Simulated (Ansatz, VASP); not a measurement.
## One calculation of LiTa2H2, two programs

```xyz
5
Lattice="3.3941 0.0000 0.0000 -1.6970 2.9393 0.0000 0.0000 0.0000 6.4615" Properties=species:S:1:pos:R:3 pbc="T T T"
Li    0.0000    0.0000    0.0000
Ta    0.0000    1.9596    4.1627
Ta    1.6970    0.9798    2.2988
H     0.0000    1.9596    2.1626
H     1.6970    0.9798    4.2988
```

Change from the starting cell: species swapped into the TbAl2Si2 type (P-3m1, No. 164).

Alike in both runs: task relaxation of cell and atoms; functional PBE; k mesh 12 × 12 × 6; occupations gaussian, width 0.1 eV; no spin polarisation.

|  | VASP | Ansatz |
| --- | --- | --- |
| version | VASP 6.6.1 | Ansatz 0.2.0 |
| potentials or method | VASP PAW PBE potentials, release 64 (Li_sv, Ta_pv, H), cutoff 600 eV | scalar-relativistic, plane waves, PAW |
| valence electrons in the cell | 27 | 31 |

|  | VASP | Ansatz | Ansatz less VASP |
| --- | --- | --- | --- |
| gap on the k mesh at the Fermi level, each at its own relaxed structure (eV) | none | none | - |
| relaxed volume (Å³/atom) | 12.87 | 12.85 | -0.015 |
| relaxed cell length with the largest relative difference (Å) | 3.405 | 3.403 | -0.0018 |

A gap of «none» marks a metal or a gap that the smearing closes. VASP's potentials hold 27 valence electrons a cell and Ansatz's 31, so a difference there can come from the potentials and not from the codes.

Spin-orbit coupling is off throughout. Noted on VASP's run: the cutoff is short for stress, so the pressure is rough.
